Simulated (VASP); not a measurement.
TiSi2:

```xyz
3
Lattice="-1.4729 1.7121 4.2121 1.4729 -1.7121 4.2121 1.4729 1.7121 -4.2121" Properties=species:S:1:pos:R:3 pbc="T T T"
Ti    0.0000    0.0000    0.0000
Si    0.0000    0.0000    5.6448
Si    0.0000    0.0000    2.7793
```

- Program: VASP 6.6.1
- Task: relaxation of cell and atoms
- Functional: BLYP
- Potentials or basis: VASP PAW PBE potentials, release 64 (Ti_sv, Si)
- Cutoff: 600 eV
- k mesh: 12 × 12 × 12
- Occupations: fermi-dirac, width 0.05 eV
- Spin: no spin polarisation

At the start: pressure 7.7 GPa; volume 14.16 Å³/atom.

Task: How do energy, volume and symmetry change on relaxing?

Result: Over 7 steps the energy falls by 20.9 meV/atom and the volume is 15.07 Å³/atom (+6.4 %); space group Immm (No. 71, to 0.1 Å) before and after.

The path:
```tsv
step	energy change (eV)	largest force (eV/Å)	pressure (GPa)	volume (Å³)
1	0.0000	0.0464	7.66	42.49
2	-0.0409	0.1263	-3.72	46.79
3	-0.0603	0.0969	-0.06	45.15
4	-0.0618	0.0690	-0.03	45.16
5	-0.0626	0.0282	0.01	45.18
6	-0.0627	0.0176	0.00	45.19
7	-0.0628	0.0008	-0.01	45.21
```

Final structure:
```xyz
3
Lattice="-1.5141 1.7468 4.2731 1.5141 -1.7468 4.2731 1.5141 1.7468 -4.2731" Properties=species:S:1:pos:R:3 pbc="T T T"
Ti    0.0000    0.0000    0.0000
Si    0.0000    0.0000    5.7092
Si    0.0000    0.0000    2.8370
```

Caveat: the PAW data sets were made with another functional, which shifts forces and pressure a little.
